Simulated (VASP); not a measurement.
Write the native input for VASP 6.6.1 that does the following.

| Quantity | Value |
| --- | --- |
| Task | single point |
| Functional | LDA |
| Potentials or basis | VASP PAW LDA potentials, release 64 (Cs_sv, H) |
| Cutoff | 520 eV |
| k mesh | 5 × 5 × 5 |
| Occupations | gaussian, width 0.01 eV |
| Spin | no spin polarisation |
| Dipole correction | no |
| Further INCAR settings | ALGO = Normal; EDIFF = 1e-06; NBANDS = 12 |

The structure of CsH lies in POSCAR:

```
CsH
1.0
    3.8184090000      0.0000000000      0.0000000000
    0.0000000000      3.8184090000      0.0000000000
    0.0000000000      0.0000000000      3.8184090000
Cs H
1 1
Direct
    0.0000000000      0.0000000000      0.0000000000
    0.5000000000      0.5000000000      0.5000000000
```

One way to write it, as run:

INCAR

```
SYSTEM = CsH
  PREC = Accurate
  ENCUT = 520
  EDIFF = 1E-6
  ISMEAR = 0
  SIGMA = 0.01
  LREAL = .False.
  LASPH = .True.
  NELM = 100
  ALGO = Normal
  ISIF = 2
  LWAVE = .False.
  LCHARG = .False.
  NBANDS = 12
```

KPOINTS

```
Automatic mesh
0
Gamma
  5 5 5
  0 0 0
```

Potentials or basis: VASP PAW LDA potentials, release 64 (Cs_sv, H).

Command:

```bash
$ cat potpaw_LDA.64/Cs_sv/POTCAR potpaw_LDA.64/H/POTCAR > POTCAR
$ mpirun -np 1 vasp_std > vasp.out
```

Results of the run:

| Quantity | Value |
| --- | --- |
| Pressure | -1.9 GPa |
| Band gap on the k mesh | 3.04 eV, indirect (least direct gap 3.12 eV) |

Caveat: spin-orbit coupling is left out, which moves the levels of the heavy elements.

Wall time 7.3 s on 1 thread of AMD EPYC 7R13, with other jobs on the host, peak memory 0.11 GiB.
